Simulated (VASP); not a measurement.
# K in VASP: further runs

The runs below take K through single point, with PBE.

Everything below comes from runs of VASP 6.6.1. Logs are shortened: lines on timing, memory, paths and dates and some standing lists are left out, and cuts for length are marked.

**1. The cell of the first run**

The cell holds a slab with vacuum, 9 atoms: a = 4.768 Å, b = 4.768 Å, c = 46.398 Å, α = 90.00°, β = 90.00°, γ = 120.00°.

**2. Single point, PBE**

INCAR reads:

```
SYSTEM = K
PREC     = Accurate       ! precision mode
ENCUT    = 520            ! plane-wave cutoff, eV
EDIFF    = 1E-7           ! SCF threshold, eV
ISMEAR   = 0              ! smearing method
SIGMA    = 0.1            ! smearing width, eV
LREAL    = .False.        ! projectors in reciprocal space
LASPH    = .True.         ! aspherical terms in the spheres
NELM     = 60             ! most SCF steps
ALGO     = Fast           ! electronic algorithm
ISIF     = 2              ! what is computed and relaxed
LWAVE    = .False.        ! write WAVECAR
LCHARG   = .False.        ! write CHGCAR
LDIPOL   = .True.       
IDIPOL   = 3            
DIPOL    = 0.5 0.5 0.500
GGA      = PE             ! functional
NBANDS   = 50             ! bands
```

KPOINTS reads:

```
Automatic mesh
0
Gamma
  5 5 1
  0 0 0
```

POSCAR reads:

```
K
1.0
    4.7684341314      0.0000000000      0.0000000000
   -2.3842170657      4.1295850941      0.0000000000
    0.0000000000      0.0000000000     46.3984024600
K
9
Direct
    0.6666666700      0.3333333400      0.1616434964
    0.0000000000      0.0000000000      0.2462326223
    0.3333333300      0.6666666600      0.3308217482
    0.0000000000      0.0000000000      0.4154108741
    0.6666666700      0.3333333400      0.5000000000
    0.0000000000      0.0000000000      0.5845891259
    0.3333333300      0.6666666600      0.6691782518
    0.0000000000      0.0000000000      0.7537673777
    0.6666666700      0.3333333400      0.8383565036
```

Potentials or basis: VASP PAW PBE potentials, release 64 (K_sv).

Run with:

```bash
$ cat potpaw_PBE.64/K_sv/POTCAR > POTCAR
$ mpirun -np 1 vasp_std > vasp.out
```

OUTCAR:

```text
SYSTEM = K
   PREC = Accurate
   ENCUT = 520
   EDIFF = 1E-7
   ISMEAR = 0
   LREAL = .False.
   LASPH = .True.
   NELM = 60
   ISIF = 2
   GGA = PE

 ion  position               nearest neighbor table
   1  0.667  0.333  0.162-
   2  0.000  0.000  0.246-
   3  0.333  0.667  0.331-
   4  0.000  0.000  0.415-
   5  0.667  0.333  0.500-
   6  0.000  0.000  0.585-
   7  0.333  0.667  0.669-
   8  0.000  0.000  0.754-
   9  0.667  0.333  0.838-

  LATTYP: Found a hexagonal cell.
 ALAT       =     4.7684341314
 C/A-ratio  =     9.7303226136

  Lattice vectors:

 A1 = (   4.7684341314,   0.0000000000,   0.0000000000)
 A2 = (  -2.3842170657,   4.1295850941,   0.0000000000)
 A3 = (   0.0000000000,   0.0000000000,  46.3984024600)

Analysis of symmetry for initial positions (statically):
=====================================================================
 Subroutine PRICEL returns:
 Original cell was already a primitive cell.

 Routine SETGRP: Setting up the symmetry group for a
 hexagonal supercell.

 Subroutine GETGRP returns: Found 12 space group operations
 (whereof 12 operations were pure point group operations)
 out of a pool of 24 trial point group operations.

The static configuration has the point symmetry D_3h.

Analysis of symmetry for dynamics (positions and initial velocities):
=====================================================================
 Subroutine PRICEL returns:
 Original cell was already a primitive cell.

 Routine SETGRP: Setting up the symmetry group for a
 hexagonal supercell.

 Subroutine GETGRP returns: Found 12 space group operations
 (whereof 12 operations were pure point group operations)
 out of a pool of 24 trial point group operations.

The dynamic configuration has the point symmetry D_3h.

 Subroutine INISYM returns: Found 12 space group operations
 (whereof 12 operations are pure point group operations),
 and found     1 'primitive' translations

----------------------------------------------------------------------------------------

                                     Primitive cell

  volume of cell :     913.6613
[... 91 lines left out ...]
   POTIM  = 0.5000    time-step for ionic-motion
   TEBEG  =    0.0;   TEEND  =   0.0 temperature during run
   PSTRESS=    0.0 pullay stress
   NELECT =      81.0000    total number of electrons
   NUPDOWN=      -1.0000    fix difference up-down
   EMIN   =  10.00;   EMAX   =-10.00  energy-range for DOS
   EFERMI =   0.00;   METHOD = LEGACY
   ISMEAR =     0;   SIGMA  =   0.10  broadening in eV -4-tet -1-fermi 0-gaus
   EFERMI_NEDOS =   21; number of points for ismear=-14 and -15
   IALGO  =     68    algorithm
   IMIX   =      4    mixing-type and parameters
     AMIX     =   0.40;   BMIX     =  1.00
     AMIX_MAG =   1.60;   BMIX_MAG =  1.00
  volume/ion in A,a.u.               =     101.52       685.08
  Fermi-wavevector in a.u.,A,eV,Ry     =   0.729975  1.379453  7.250052  0.532864
  Thomas-Fermi vector in A             =   1.821830
   LORBIT       =      0    0 simple, 1 ext, 2 COOP (PROOUT), +10 PAW based schemes
   GGA     = PE    functional components
   LHFCALC =     F    Hartree Fock is set to
   AEXX    =    0.0000 exact exchange contribution
   IVDW    =     0    specifies the selected vdW correction
   LEPSILON=     F    determine dielectric tensor
   LRPA    =     F    only Hartree local field effects (RPA)
 non-spin polarized calculation
 RMM-DIIS sequential band-by-band and
 Gauss-broadening in eV      SIGMA  =   0.10
  energy-cutoff  :      520.00
  volume of cell :      913.66
 maximum number of plane-waves:     24634
 NGX is ok and might be reduce to    36
   NGX = 17   NGY = 17   NGZ =173

 dipolmoment           0.000000      0.000000      0.000000 electrons x Angstroem

 number of electron      81.0000013 magnetization

 dipolmoment           0.000000      0.000000     -0.000000 electrons x Angstroem

 Free energy of the ion-electron system (eV)
  ---------------------------------------------------
  ext. energy  EPLUGINS =         0.00000000
  ---------------------------------------------------
  free energy    TOTEN  =        -9.28894742 eV

  energy without entropy =       -9.24871014  energy(sigma->0) =       -9.26882878

 E-fermi :  -0.7229     XC(G=0):  -4.4841

 val. band max:       -0.7330205602   @ k =   0.2000   0.2000   0.0000
 cond. band min:      -0.7113925810   @ k =   0.0000   0.0000   0.0000
 fundamental gap:      0.0216279792
 Fermi energy:        -0.7228710714

 k-point     1 :       0.0000    0.0000    0.0000
  band No.  band energies     occupation
      1     -33.0056      2.00000
      2     -33.0056      2.00000
      3     -32.8901      2.00000
      4     -32.8893      2.00000
      5     -32.8893      2.00000
      6     -32.8703      2.00000
[... 254 lines left out ...]
     49       0.6961      0.00000
     50       0.9453      0.00000

------------------------ aborting loop because EDIFF is reached ----------------------------------------

 vacuum level on the upper side and lower side of the slab       (xc-potential included)        -0.322        -0.322

  FORCE on cell =-STRESS in cart. coord.  units (eV):
  Direction    XX          YY          ZZ          XY          YZ          ZX
  --------------------------------------------------------------------------------------
  -------------------------------------------------------------------------------------
  Total       -0.7979461     -0.7979461     -0.7914591      0.0000000      0.0000000      0.0000000
  in kB       -1.3992616     -1.3992616     -1.3878861      0.0000000      0.0000000      0.0000000
  external PRESSURE =      -1.3954698 kB  Pullay stress =       0.0000000 kB

 VOLUME and BASIS-vectors are now :
 -----------------------------------------------------------------------------
  energy-cutoff  :      520.00
  volume of cell :      913.66
      direct lattice vectors                 reciprocal lattice vectors
     4.768434131  0.000000000  0.000000000     0.209712449  0.121077539  0.000000000
    -2.384217066  4.129585094  0.000000000     0.000000000  0.242155078  0.000000000
     0.000000000  0.000000000 46.398402460     0.000000000  0.000000000  0.021552466

 POSITION                                       TOTAL-FORCE (eV/Angst)
 -----------------------------------------------------------------------------------
      2.38422      1.37653      7.50000         0.000000     -0.000000      0.043784
      0.00000      0.00000     11.42480        -0.000000      0.000000     -0.031996
      0.00000      2.75306     15.34960        -0.000000     -0.000000      0.010197
      0.00000      0.00000     19.27440        -0.000000      0.000000     -0.002778
      2.38422      1.37653     23.19920         0.000000     -0.000000      0.000000
      0.00000      0.00000     27.12400        -0.000000      0.000000      0.002778
      0.00000      2.75306     31.04880        -0.000000      0.000000     -0.010197
      0.00000      0.00000     34.97360        -0.000000      0.000000      0.031996
      2.38422      1.37653     38.89840         0.000000     -0.000000     -0.043784
 -----------------------------------------------------------------------------------
    total drift:                               -0.000000     -0.000022     -0.000000

  FREE ENERGIE OF THE ION-ELECTRON SYSTEM (eV)
  ---------------------------------------------------
  free  energy   TOTEN  =        -9.2889474231 eV

  energy  without entropy=       -9.2487101393  energy(sigma->0) =       -9.26882878

 vacuum level on the upper side and lower side of the slab         1.371         1.371
```

stdout:

```text
POSCAR found type information on POSCAR K
 POSCAR found :  1 types and       9 ions
 scaLAPACK will be used
 LDA part: xc-table for (Slater+PW92), standard interpolation
 POSCAR, INCAR and KPOINTS ok, starting setup
 FFT: planning ... GRIDC
 FFT: planning ... GRID_SOFT
 FFT: planning ... GRID
 WAVECAR not read
 entering main loop
WARNING in EDDRMM: call to ZHEGV failed, returncode =   8  4     41
 num prob  num prob RMM:  23    -0.928894603750E+01   -0.19392E-05   -0.86395E-06   749   0.632E-03    0.680E-04
 num prob  num prob  num prob RMM:  24    -0.928894666151E+01   -0.62401E-06   -0.49237E-06   627   0.464E-03    0.797E-04
 num prob  num prob  num prob  num prob  num prob  num prob  num prob  num prob  num prob RMM:  25    -0.928894690797E+01   -0.24646E-06   -0.27502E-06   556   0.359E-03    0.992E-04
 num prob  num prob  num prob WARNING in EDDRMM: call to ZHEGV failed, returncode =   8  4     41
 num prob  num prob  num prob  num prob  num prob RMM:  26    -0.928894703806E+01   -0.13009E-06   -0.16620E-06   508   0.275E-03    0.110E-03
 num prob  num prob  num prob  num prob  num prob  num prob  num prob  num prob RMM:  27    -0.928894729483E+01   -0.25676E-06   -0.91452E-07   492   0.226E-03    0.890E-04
 num prob  num prob  num prob  num prob  num prob  num prob  num prob  num prob  num prob  num prob RMM:  28    -0.928894740414E+01   -0.10931E-06   -0.61057E-07   467   0.183E-03    0.704E-04
 num prob  num prob  num prob  num prob  num prob WARNING in EDDRMM: call to ZHEGV failed, returncode =   6  3     47
 num prob  num prob  num prob  num prob RMM:  29    -0.928894742310E+01   -0.18966E-07   -0.33499E-07   405   0.145E-03
```

It took 21 min on 1 thread of Oxide Virtual Turin-like, shared host; peak memory 0.91 GiB.

What came out:

```yaml
Free_energy: -9.2889 eV
Largest_force: 0.044 eV/Å
Band_gap_on_the_k_mesh: zero (an odd number of electrons rules out a gap without spin polarisation)
```

Forces in eV/Å, atoms in the order of the input:
```
K    0.000  0.000  0.044
K    0.000  0.000 -0.032
K    0.000  0.000  0.010
K    0.000  0.000 -0.003
K    0.000  0.000  0.000
K    0.000  0.000  0.003
K    0.000  0.000 -0.010
K    0.000  0.000  0.032
K    0.000  0.000 -0.044
```

Levels at points of the mesh, in eV from the Fermi level:
```csv
k point,band 38,band 39,band 40,band 41,band 42,band 43,band 44,band 45,band 46,band 47
"(0.00, 0.00, 0.00)",-1.96,-1.82,-1.62,-1.39,-1.09,-0.75,-0.38,0.01,0.55,0.87
```

**3. Single point, PBE**

INCAR reads:

```
  PREC = Accurate
  ENCUT = 520
  EDIFF = 1E-6
  ISMEAR = 0
  SIGMA = 0.1
  LREAL = False
  LASPH = True
  NELM = 100
  ALGO = Fast
  ISIF = 2
  LWAVE = False
  LCHARG = True
  LDIPOL = True
  IDIPOL = 3
  DIPOL = 0.5 0.5 0.500
  GGA = PE
  LELF = True
  LVHAR = True
  LVACPOTAV = True
  NBANDS = 50
```

KPOINTS reads:

```
regular mesh
0
Gamma
  5 5 1
```

POSCAR is that of step 2.

Potentials or basis: VASP PAW PBE potentials, release 64 (K_sv).

Run with:

```bash
$ cat potpaw_PBE.64/K_sv/POTCAR > POTCAR
$ mpirun -np 1 vasp_std > vasp.out
```

Wall time 17 min (1 thread of Oxide Virtual Turin-like, shared host); peak memory 0.84 GiB.

Results (log left out):

| Item | Value |
| --- | --- |
| Free energy | -9.2889 eV |
| Largest force | 0.044 eV/Å |
| Band gap on the k mesh | zero (an odd number of electrons rules out a gap without spin polarisation) |

Forces in eV/Å, atoms in the order of the input:
```
K    0.000  0.000  0.044
K    0.000  0.000 -0.032
K    0.000  0.000  0.010
K    0.000  0.000 -0.003
K    0.000  0.000  0.000
K    0.000  0.000  0.003
K    0.000  0.000 -0.010
K    0.000  0.000  0.032
K    0.000  0.000 -0.044
```

Levels at points of the mesh, in eV from the Fermi level:
| k point | band 40 | band 41 | band 42 | band 43 | band 44 | band 45 |
| --- | --- | --- | --- | --- | --- | --- |
| (0.00, 0.00, 0.00) | -1.62 | -1.39 | -1.09 | -0.75 | -0.38 | 0.01 |

The gap in the log of VASP goes by the Fermi energy; the results here count the filled bands.